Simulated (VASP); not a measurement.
# NaCl (Imm2) in VASP: further runs

Runs on NaCl. Level: PBE. Tasks: single point.

Program: VASP 6.6.1. These are calculated values, not measurements. Logs are shortened: lines on timing, memory, paths and dates and some standing lists are left out, and cuts for length are marked.

### Step 1. The cell of the first run

Symmetry: Imm2, No. 44, orthorhombic system. The conventional cell has a = 4.005 Å, b = 5.663 Å, c = 4.005 Å, α = 90.00°, β = 90.00°, γ = 90.00°. Na (site symmetry mm2) has 6 Cl at 2.78 to 2.89 Å within 3.7 Å. Within 3.7 Å of Cl (site symmetry mm2) lie 6 Na at 2.78 to 2.89 Å.

### Step 2. Single point, PBE (all Cl atoms moved +0.075 Å, as atom 2 along Cartesian [1 -1 0])

INCAR reads:

```
SYSTEM = NaCl
ALGO = Normal
EDIFF = 1E-6
ENCUT = 520
GGA = PE
ISIF = 2
ISMEAR = 0
LASPH = .TRUE.
LCHARG = .TRUE.
LELF = .TRUE.
LREAL = .FALSE.
LVHAR = .TRUE.
LWAVE = .FALSE.
NBANDS = 14
NELM = 80
PREC = Accurate
SIGMA = 0.05
```

KPOINTS reads:

```
k-points
0
G
  8 8 8
  0 0 0
```

POSCAR reads:

```
NaCl
1.0
    0.0000000000      2.8317500000      2.8317500000
    2.8317500000      0.0000000000      2.8317500000
    2.8317500000      2.8317500000      0.0000000000
Na Cl
1 1
Direct
    0.0000000000      0.0000000000      0.0000000000
    0.4812720019      0.5187279981      0.5000000000
```

Potentials or basis: VASP PAW PBE potentials, release 64 (Na_pv, Cl).

Launch:

```
$ cat potpaw_PBE.64/Na_pv/POTCAR potpaw_PBE.64/Cl/POTCAR > POTCAR
$ mpirun -np 1 vasp_std > vasp.out
```

OUTCAR:

```text
SYSTEM = NaCl
   EDIFF = 1E-6
   ENCUT = 520
   GGA = PE
   ISIF = 2
   ISMEAR = 0
   LASPH = .TRUE.
   LREAL = .FALSE.
   NELM = 80
   PREC = Accurate

 ion  position               nearest neighbor table
   1  0.000  0.000  0.000-
   2  0.481  0.519  0.500-

  LATTYP: Found a face centered cubic cell.
 ALAT       =     5.6635000000

  Lattice vectors:

 A1 = (   0.0000000000,   2.8317500000,   2.8317500000)
 A2 = (   2.8317500000,   0.0000000000,   2.8317500000)
 A3 = (   2.8317500000,   2.8317500000,   0.0000000000)

Analysis of symmetry for initial positions (statically):
=====================================================================
 Subroutine PRICEL returns:
 Original cell was already a primitive cell.

 Routine SETGRP: Setting up the symmetry group for a
 face centered cubic supercell.

 Subroutine GETGRP returns: Found  4 space group operations
 (whereof  4 operations were pure point group operations)
 out of a pool of 48 trial point group operations.

The static configuration has the point symmetry C_2v.

Analysis of symmetry for dynamics (positions and initial velocities):
=====================================================================
 Subroutine PRICEL returns:
 Original cell was already a primitive cell.

 Routine SETGRP: Setting up the symmetry group for a
 face centered cubic supercell.

 Subroutine GETGRP returns: Found  4 space group operations
 (whereof  4 operations were pure point group operations)
 out of a pool of 48 trial point group operations.

The dynamic configuration has the point symmetry C_2v.

 Subroutine INISYM returns: Found  4 space group operations
 (whereof  4 operations are pure point group operations),
 and found     1 'primitive' translations

----------------------------------------------------------------------------------------

                                     Primitive cell

  volume of cell :      45.4145

  direct lattice vectors                    reciprocal lattice vectors
     0.000000000  2.831750000  2.831750000    -0.176569259  0.176569259  0.176569259
     2.831750000  0.000000000  2.831750000     0.176569259 -0.176569259  0.176569259
     2.831750000  2.831750000  0.000000000     0.176569259  0.176569259 -0.176569259

  length of vectors
     4.004699255  4.004699255  4.004699255     0.305826928  0.305826928  0.305826928

[... 88 lines left out ...]
   POTIM  = 0.5000    time-step for ionic-motion
   TEBEG  =    0.0;   TEEND  =   0.0 temperature during run
   PSTRESS=    0.0 pullay stress
   NELECT =      14.0000    total number of electrons
   NUPDOWN=      -1.0000    fix difference up-down
   EMIN   =  10.00;   EMAX   =-10.00  energy-range for DOS
   EFERMI =   0.00;   METHOD = LEGACY
   ISMEAR =     0;   SIGMA  =   0.05  broadening in eV -4-tet -1-fermi 0-gaus
   EFERMI_NEDOS =   21; number of points for ismear=-14 and -15
   IALGO  =     38    algorithm
   IMIX   =      4    mixing-type and parameters
     AMIX     =   0.40;   BMIX     =  1.00
     AMIX_MAG =   1.60;   BMIX_MAG =  1.00
  volume/ion in A,a.u.               =      22.71       153.24
  Fermi-wavevector in a.u.,A,eV,Ry     =   1.105909  2.089864 16.640388  1.223034
  Thomas-Fermi vector in A             =   2.242402
   LORBIT       =      0    0 simple, 1 ext, 2 COOP (PROOUT), +10 PAW based schemes
   GGA     = PE    functional components
   LHFCALC =     F    Hartree Fock is set to
   AEXX    =    0.0000 exact exchange contribution
   IVDW    =     0    specifies the selected vdW correction
   LEPSILON=     F    determine dielectric tensor
   LRPA    =     F    only Hartree local field effects (RPA)
 non-spin polarized calculation
 Gauss-broadening in eV      SIGMA  =   0.05
  energy-cutoff  :      520.00
  volume of cell :       45.41
 maximum number of plane-waves:      1243
 NGX is ok and might be reduce to    30
   NGX = 15   NGY = 15   NGZ = 15

 number of electron      13.9999993 magnetization

 Free energy of the ion-electron system (eV)
  ---------------------------------------------------
  ext. energy  EPLUGINS =         0.00000000
  ---------------------------------------------------
  free energy    TOTEN  =        -6.77315859 eV

  energy without entropy =       -6.77315859  energy(sigma->0) =       -6.77315859

 E-fermi :  -0.5134     XC(G=0):  -8.1121

 val. band max:       -0.8037851628   @ k =   0.0000   0.0000   0.0000
 cond. band min:       4.2561223120   @ k =   0.0000   0.0000   0.0000
 fundamental gap:      5.0599074749
 Fermi energy:        -0.5134149947

 k-point     1 :       0.0000    0.0000    0.0000
  band No.  band energies     occupation
      1     -21.6445      2.00000
      2     -21.6441      2.00000
      3     -21.6440      2.00000
      4     -13.4348      2.00000
      5      -0.8062      2.00000
      6      -0.8040      2.00000
      7      -0.8038      2.00000
      8       4.2561      0.00000
      9      10.3030      0.00000
     10      10.3061      0.00000
     11      10.3106      0.00000
     12      12.4528      0.00000
     13      12.4578      0.00000
     14      14.0279      0.00000
[... 377 lines left out ...]
      1     -21.6683      2.00000
      2     -21.6488      2.00000
      3     -21.6461      2.00000
      4     -13.1195      2.00000
      5      -2.5059      2.00000
      6      -1.2692      2.00000
      7      -1.0632      2.00000
      8       6.8102      0.00000
      9       9.2805      0.00000
     10       9.6980      0.00000
     11      10.4488      0.00000
     12      13.5544      0.00000
     13      15.0226      0.00000
     14      15.2412      0.00000

 [... further k-points ...]

------------------------ aborting loop because EDIFF is reached ----------------------------------------

  FORCE on cell =-STRESS in cart. coord.  units (eV):
  Direction    XX          YY          ZZ          XY          YZ          ZX
  --------------------------------------------------------------------------------------
  -------------------------------------------------------------------------------------
  Total        0.1394450      0.1394450      0.1091221      0.0062658      0.0000000      0.0000000
  in kB        4.9194740      4.9194740      3.8497162      0.2210518      0.0000000      0.0000000
  external PRESSURE =       4.5628881 kB  Pullay stress =       0.0000000 kB

 VOLUME and BASIS-vectors are now :
 -----------------------------------------------------------------------------
  energy-cutoff  :      520.00
  volume of cell :       45.41
      direct lattice vectors                 reciprocal lattice vectors
     0.000000000  2.831750000  2.831750000    -0.176569259  0.176569259  0.176569259
     2.831750000  0.000000000  2.831750000     0.176569259 -0.176569259  0.176569259
     2.831750000  2.831750000  0.000000000     0.176569259  0.176569259 -0.176569259

 POSITION                                       TOTAL-FORCE (eV/Angst)
 -----------------------------------------------------------------------------------
      0.00000      0.00000      0.00000         0.069009     -0.069009      0.000000
      2.88478      2.77872      2.83175        -0.069009      0.069009      0.000000
 -----------------------------------------------------------------------------------
    total drift:                                0.000195     -0.000195      0.000000

  FREE ENERGIE OF THE ION-ELECTRON SYSTEM (eV)
  ---------------------------------------------------
  free  energy   TOTEN  =        -6.7731585852 eV

  energy  without entropy=       -6.7731585852  energy(sigma->0) =       -6.77315859
```

OSZICAR:

```text
N       E                     dE             d eps       ncg     rms          rms(c)
DAV:   1     0.102203713372E+03    0.10220E+03   -0.70877E+03  2666   0.100E+03
DAV:   2     0.148830044653E+01   -0.10072E+03   -0.92663E+02  2900   0.274E+02
DAV:   3    -0.683727094057E+01   -0.83256E+01   -0.82745E+01  3446   0.723E+01
DAV:   4    -0.697149128237E+01   -0.13422E+00   -0.13416E+00  3170   0.997E+00
DAV:   5    -0.697442180589E+01   -0.29305E-02   -0.29303E-02  3466   0.150E+00    0.215E+00
DAV:   6    -0.677898399427E+01    0.19544E+00   -0.32713E-01  3368   0.328E+00    0.160E+00
DAV:   7    -0.676734522713E+01    0.11639E-01   -0.82444E-02  3572   0.163E+00    0.109E+00
DAV:   8    -0.677316198225E+01   -0.58168E-02   -0.10119E-02  2930   0.856E-01    0.297E-01
DAV:   9    -0.677304381015E+01    0.11817E-03   -0.22297E-04  3428   0.114E-01    0.163E-01
DAV:  10    -0.677317064199E+01   -0.12683E-03   -0.34794E-04  2996   0.141E-01    0.709E-02
DAV:  11    -0.677315869097E+01    0.11951E-04   -0.20622E-05  3518   0.409E-02    0.169E-02
DAV:  12    -0.677315858516E+01    0.10581E-06   -0.24657E-06  3152   0.138E-02
   1 F= -.67731586E+01 E0= -.67731586E+01  d E =-.312187E-18
```

Wall time 1.7 min (1 thread of Intel Xeon 8259CL, shared host); peak memory 0.19 GiB.

Results:

```yaml
Free_energy: -6.7732 eV
Pressure: 0.5 GPa
Largest_force: 0.098 eV/Å
Band_gap_on_the_k_mesh: 5.06 eV
```

Forces on the atoms (eV/Å):
```
Na   0.069 -0.069  0.000
Cl  -0.069  0.069  0.000
```

Caveat: the cell differs from its parent crystal (all Cl atoms moved +0.075 Å, as atom 2 along Cartesian [1 -1 0]). A k mesh can miss the band edges.

### Step 3. Single point, PBE (all Cl atoms moved +0.113 Å, as atom 2 along Cartesian [1 -1 0])

INCAR reads:

```
PREC = Accurate ; ENCUT = 520
EDIFF = 1E-7 ; ISMEAR = 0
SIGMA = 0.05 ; LREAL = F
LASPH = T ; NELM = 80
ALGO = Normal ; ISIF = 2
LWAVE = F ; LCHARG = F
GGA = PE ; NBANDS = 14
```

KPOINTS reads:

```
Automatic mesh
0
Gamma
  8 8 8
```

POSCAR: that of step 2 with these lines changed.

```diff
@@ -9,2 +9,2 @@
     0.0000000000      0.0000000000      0.0000000000
-    0.4812720019      0.5187279981      0.5000000000
+    0.4719080029      0.5280919971      0.5000000000
```

Potentials or basis: VASP PAW PBE potentials, release 64 (Na_pv, Cl).

Launch:

```
$ cat potpaw_PBE.64/Na_pv/POTCAR potpaw_PBE.64/Cl/POTCAR > POTCAR
$ mpirun -np 1 vasp_std > vasp.out
```

OUTCAR:

```text
PREC = Accurate
   ENCUT = 520
   EDIFF = 1E-7
   ISMEAR = 0
   LREAL = F
   LASPH = T
   NELM = 80
   ISIF = 2
   GGA = PE

 ion  position               nearest neighbor table
   1  0.000  0.000  0.000-
   2  0.472  0.528  0.500-

  LATTYP: Found a face centered cubic cell.
 ALAT       =     5.6635000000

  Lattice vectors:

 A1 = (   0.0000000000,   2.8317500000,   2.8317500000)
 A2 = (   2.8317500000,   0.0000000000,   2.8317500000)
 A3 = (   2.8317500000,   2.8317500000,   0.0000000000)

Analysis of symmetry for initial positions (statically):
=====================================================================
 Subroutine PRICEL returns:
 Original cell was already a primitive cell.

 Routine SETGRP: Setting up the symmetry group for a
 face centered cubic supercell.

 Subroutine GETGRP returns: Found  4 space group operations
 (whereof  4 operations were pure point group operations)
 out of a pool of 48 trial point group operations.

The static configuration has the point symmetry C_2v.

[... 171 lines left out ...]
      2     -21.6409      2.00000
      3     -21.6407      2.00000
      4     -13.4358      2.00000
      5      -0.8101      2.00000
      6      -0.8052      2.00000
      7      -0.8047      2.00000
      8       4.2567      0.00000
      9      10.3015      0.00000
     10      10.3086      0.00000
     11      10.3188      0.00000
     12      12.4577      0.00000
     13      12.4690      0.00000
     14      14.0223      0.00000
[... 377 lines left out ...]
      1     -21.6655      2.00000
      2     -21.6456      2.00000
      3     -21.6427      2.00000
      4     -13.1207      2.00000
      5      -2.5056      2.00000
      6      -1.2695      2.00000
      7      -1.0665      2.00000
      8       6.8125      0.00000
      9       9.2703      0.00000
     10       9.7091      0.00000
     11      10.4508      0.00000
     12      13.5540      0.00000
     13      15.0126      0.00000
     14      15.2305      0.00000

 [... further k-points ...]

------------------------ aborting loop because EDIFF is reached ----------------------------------------

  FORCE on cell =-STRESS in cart. coord.  units (eV):
  Direction    XX          YY          ZZ          XY          YZ          ZX
  --------------------------------------------------------------------------------------
  -------------------------------------------------------------------------------------
  Total        0.1705284      0.1705284      0.1022413      0.0142893      0.0000000      0.0000000
  in kB        6.0160655      6.0160655      3.6069670      0.5041119      0.0000000      0.0000000
  external PRESSURE =       5.2130327 kB  Pullay stress =       0.0000000 kB

 VOLUME and BASIS-vectors are now :
 -----------------------------------------------------------------------------
  energy-cutoff  :      520.00
  volume of cell :       45.41
      direct lattice vectors                 reciprocal lattice vectors
     0.000000000  2.831750000  2.831750000    -0.176569259  0.176569259  0.176569259
     2.831750000  0.000000000  2.831750000     0.176569259 -0.176569259  0.176569259
     2.831750000  2.831750000  0.000000000     0.176569259  0.176569259 -0.176569259

 POSITION                                       TOTAL-FORCE (eV/Angst)
 -----------------------------------------------------------------------------------
      0.00000      0.00000      0.00000         0.104491     -0.104491      0.000000
      2.91130      2.75220      2.83175        -0.104491      0.104491      0.000000
 -----------------------------------------------------------------------------------
    total drift:                               -0.000060      0.000060      0.000000

  FREE ENERGIE OF THE ION-ELECTRON SYSTEM (eV)
  ---------------------------------------------------
  free  energy   TOTEN  =        -6.7685633716 eV

  energy  without entropy=       -6.7685633716  energy(sigma->0) =       -6.76856337
```

Wall time 74 s (1 thread of Intel Xeon 8259CL, shared host); peak memory 0.19 GiB.

What came out:

- Free energy: -6.7686 eV
- Pressure: 0.5 GPa
- Largest force: 0.148 eV/Å
- Band gap on the k mesh: 5.06 eV

Forces on the atoms (eV/Å):
```
Na   0.104 -0.104  0.000
Cl  -0.104  0.104  0.000
```

Stress tensor (GPa, compression positive):
```
0.60 0.05 0.00
0.05 0.60 0.00
0.00 0.00 0.36
```

Caveat: the cell differs from its parent crystal (all Cl atoms moved +0.113 Å, as atom 2 along Cartesian [1 -1 0]).

### Step 4. Single point, PBE (all Cl atoms moved +0.037 Å, as atom 2 along Cartesian [1 -1 0])

INCAR reads:

```
PREC = Accurate
ENCUT = 520
EDIFF = 1E-6
ISMEAR = 0
SIGMA = 0.05
LREAL = F
LASPH = T
NELM = 60
ALGO = Normal
ISIF = 2
LWAVE = F
LCHARG = T
GGA = PE
LELF = T
LVHAR = T
NBANDS = 14
```

KPOINTS reads:

```
regular mesh
0
Gamma
  8 8 8
```

POSCAR: that of step 3 with these lines changed.

```diff
@@ -9,2 +9,2 @@
     0.0000000000      0.0000000000      0.0000000000
-    0.4719080029      0.5280919971      0.5000000000
+    0.4906360010      0.5093639990      0.5000000000
```

Launch:

```
$ cat potpaw_PBE.64/Na_pv/POTCAR potpaw_PBE.64/Cl/POTCAR > POTCAR
$ mpirun -np 1 vasp_std > vasp.out
```

It took 59 s on 1 thread of Intel Xeon 8259CL, shared host; peak memory 0.19 GiB.

The run converged. Its results:

```yaml
Free_energy: -6.7759 eV
Pressure: 0.4 GPa
Largest_force: 0.049 eV/Å
Band_gap_on_the_k_mesh: 5.06 eV
```

Forces in eV/Å, atoms in the order of the input:
```
Na   0.034 -0.034  0.000
Cl  -0.034  0.034  0.000
```

Levels at points of the mesh, in eV from the valence-band top:
```
           k point  band 4  band 5  band 6  band 7  band 8  band 9  band 10  band 11
(0.00, 0.00, 0.00)  -12.63    0.00    0.00    0.00    5.06   11.11    11.11    11.11
(0.50, 0.00, 0.00)  -12.31   -1.89   -0.26   -0.26    7.25   10.52    10.94    10.94
(0.00, 0.00, 0.50)  -12.31   -1.89   -0.26   -0.26    7.25   10.52    10.94    10.95
(0.50, 0.50, 0.00)  -12.26   -1.62   -0.58   -0.58    7.50    8.09    11.23    14.66
(0.00, 0.50, 0.50)  -12.26   -1.62   -0.58   -0.58    7.50    8.09    11.23    14.66
```

Caveat: the cell differs from its parent crystal (all Cl atoms moved +0.037 Å, as atom 2 along Cartesian [1 -1 0]).

### Step 5. The runs side by side

| cell | gap on the mesh (eV) | pressure (GPa) | largest force (eV/Å) |
| --- | --- | --- | --- |
| as given, atomic positions A | 5.06 | 0.5 | 0.10 |
| as given, atomic positions B | 5.06 | 0.5 | 0.15 |
| as given, atomic positions C | 5.06 | 0.4 | 0.05 |

Alike in all rows: task single point; level PBE; potentials or basis VASP PAW PBE potentials, release 64 (Na_pv, Cl); no spin polarisation; k mesh 8 × 8 × 8; cutoff (eV) 520; smearing gaussian 0.05 eV.

Total energies depend on the potentials used, so only differences within one code and one set of settings carry meaning.
